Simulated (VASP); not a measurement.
Input of a VASP 6.6.1 run:

The input INCAR:

```
PREC = Accurate ; ENCUT = 520
EDIFF = 1E-6 ; ISMEAR = 0
SIGMA = 0.1 ; LREAL = False
LASPH = True ; NELM = 60
ALGO = Fast ; ISIF = 2
LWAVE = False ; LCHARG = False
LDIPOL = True ; IDIPOL = 3
DIPOL = 0.5 0.5 0.500 ; GGA = PE
IBRION = 2 ; NSW = 70
EDIFFG = -0.03
```

The input KPOINTS:

```
regular mesh
0
Gamma
  11 11 1
```

POSCAR

```
Ta
1.0
    2.8743098517      0.0000000000      0.0000000000
   -0.9581032839      2.7099253165      0.0000000000
    0.0000000000      0.0000000000     18.6937283329
Ta
3
Selective dynamics
Direct
    0.5000000000      0.5000000000      0.3744571375  F F F
    0.0000000000      0.0000000000      0.5000000000  T T T
    0.5000000000      0.5000000000      0.6255428625  T T T
```

Potentials or basis: VASP PAW PBE potentials, release 64 (Ta_pv).

Launch:

```console
$ cat potpaw_PBE.64/Ta_pv/POTCAR > POTCAR
$ mpirun -np 1 vasp_std > vasp.out
```

**Question.** Estimate the energy gained by relaxing.

**Answer.** 14.2 meV/atom.

**Question.** Predict the band gap on the k mesh.

**Answer.** Zero (an odd number of electrons rules out a gap without spin polarisation).

Step by step:
| step | energy change (eV) | largest force on free atoms (eV/Å) | pressure (GPa) |
| --- | --- | --- | --- |
| 1 | 0.0000 | 0.5034 | -4.26 |
| 2 | -0.0109 | 0.3931 | -4.00 |
| 3 | -0.0259 | 0.3547 | -3.23 |
| 4 | -0.0345 | 0.2210 | -3.04 |
| 5 | -0.0419 | 0.0836 | -2.58 |
| 6 | -0.0419 | 0.0837 | -2.59 |
| 7 | -0.0425 | 0.0148 | -2.42 |

Caveat: spin-orbit coupling is left out, which moves the levels of the heavy elements.
